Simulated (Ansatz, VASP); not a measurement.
Two plane-wave programs on PbSe

```
Pb Se
1.0
     0.00000    3.02565    3.02565
     3.02565    0.00000    3.02565
     3.02565    3.02565    0.00000
Pb Se
1 1
Direct
  0.00000 0.00000 0.00000
  0.50000 0.50000 0.50000
```

Alike in both runs: task single point; functional r2SCAN; k mesh 6 × 6 × 6; no spin polarisation.

|  | VASP | Ansatz |
| --- | --- | --- |
| version | VASP 6.6.1 | Ansatz 0.2.0 |
| potentials or method | VASP PAW PBE potentials, release 64 (Pb_d, Se) | plane waves, PAW |
| plane-wave cutoff (eV) | 520 | 500 |
| occupations | gaussian, width 0.01 eV | fixed |
| valence electrons in the cell | 20 | 30 |

|  | VASP | Ansatz | Ansatz less VASP |
| --- | --- | --- | --- |
| gap on the k mesh at the Fermi level (eV) | 0.45 | 0.45 | -0.007 |
| pressure (GPa) | 3.6 | 3.6 | -0.02 |

VASP's potentials were made for PBE, not for r2SCAN. VASP's potentials hold 20 valence electrons a cell and Ansatz's 30, so a difference there can come from the potentials and not from the codes.

Spin-orbit coupling is off throughout.
